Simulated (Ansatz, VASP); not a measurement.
**One calculation of Si6Ru, two programs**

```
Si Ru
1.0
     4.72607    0.00000    0.00000
    -2.36303    4.09289    0.00000
     0.00000    0.00000    5.65251
Si Ru
6 1
Direct
  0.62628 0.00000 0.28517
  0.00000 0.62628 0.28517
  0.37372 0.37372 0.28517
  0.62628 0.00000 0.71483
  0.00000 0.62628 0.71483
  0.37372 0.37372 0.71483
  0.00000 0.00000 0.00000
```

Alike in both runs: functional PBE; k mesh 4 × 4 × 3; occupations gaussian, width 0.2 eV; no spin polarisation.

Ansatz relaxed the structure, and its values are those at the end. VASP's run is a single point on that final structure, the one shown.

```csv
,VASP,Ansatz
version,VASP 6.6.1,Ansatz 0.2.0
potentials or method,"VASP PAW PBE potentials, release 64 (Si, Ru_pv), cutoff 520 eV","scalar-relativistic, plane waves, PAW"
valence electrons in the cell,38,40
```

Ansatz gave:

```
gap on the k mesh at the Fermi level (eV) : none
pressure (GPa)                            : 0.1
rms of the force components (eV/Å)        : 0.008
```

Question: Estimate VASP's values.

Answer: gap on the k mesh at the Fermi level (eV): none; pressure (GPa): 0.0; rms of the force components (eV/Å): 0.005.

A gap of «none» marks a metal or a gap that the smearing closes. VASP's potentials hold 38 valence electrons a cell and Ansatz's 40, so a difference there can come from the potentials and not from the codes.

The k mesh is coarse, so the values compare programs but aren't converged.
